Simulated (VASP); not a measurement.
Write the native input for VASP 6.6.1 that does the following.

- Task: single point
- Functional: r2SCAN
- Potentials or basis: VASP PAW PBE potentials, release 64 (Na_pv, H)
- Cutoff: 520 eV
- k mesh: 10 × 10 × 10
- Occupations: gaussian, width 0.01 eV
- Spin: no spin polarisation
- Dipole correction: no
- Further INCAR settings: ALGO = Normal; EDIFF = 1e-06; NBANDS = 11

Crystal: NaH.

```
Na H
1.0
    -0.03210    2.40234    2.40234
     2.40234   -0.03210    2.40234
     2.40234    2.40234   -0.03210
Na H
1 1
Direct
  0.00000 0.00000 0.00000
  0.50000 0.50000 0.50000
```

This cell differs from its parent crystal: epitaxial 111 strain +1.5%.

These files were run (other wordings do the same):

POSCAR

```
NaH
1.0
   -0.0320974854      2.4023364911      2.4023364911
    2.4023364911     -0.0320974854      2.4023364911
    2.4023364911      2.4023364911     -0.0320974854
Na H
1 1
Direct
    0.0000000000      0.0000000000      0.0000000000
    0.5000000000      0.5000000000      0.5000000000
```

INCAR.step1

```
  PREC = Accurate
  ENCUT = 520
  ISMEAR = 0
  SIGMA = 0.01
  LREAL = False
  LASPH = True
  NELM = 60
  NBANDS = 11
  GGA = PE
  ALGO = Normal
  EDIFF = 1E-4
  LWAVE = True
  LCHARG = False
```

INCAR.step2

```
  PREC = Accurate
  ENCUT = 520
  EDIFF = 1E-6
  ISMEAR = 0
  SIGMA = 0.01
  LREAL = False
  LASPH = True
  NELM = 60
  ALGO = Normal
  ISIF = 2
  LWAVE = False
  LCHARG = False
  METAGGA = R2SCAN
  LMIXTAU = True
  NBANDS = 11
  ISTART = 1
```

KPOINTS

```
Automatic mesh
0
Gamma
  10 10 10
```

Potentials or basis: VASP PAW PBE potentials, release 64 (Na_pv, H).

Run with:

```sh
$ cat potpaw_PBE.64/Na_pv/POTCAR potpaw_PBE.64/H/POTCAR > POTCAR
$ cp INCAR.step1 INCAR
$ mpirun -np 1 vasp_std > vasp.out
$ cp INCAR.step2 INCAR
$ mpirun -np 1 vasp_std > vasp.out
```

Results of the run:

```
Pressure               : -0.8 GPa
Band gap on the k mesh : 4.34 eV, indirect (least direct gap 5.19 eV)
```

Caveat: the cell differs from its parent crystal (epitaxial 111 strain +1.5%); the PAW data sets were made with another functional, which shifts forces and pressure a little.

Wall time 100 s on 1 thread of Intel(R) Xeon(R) Platinum 8488C (Sapphire Rapids), on a shared host, peak memory 0.17 GiB.
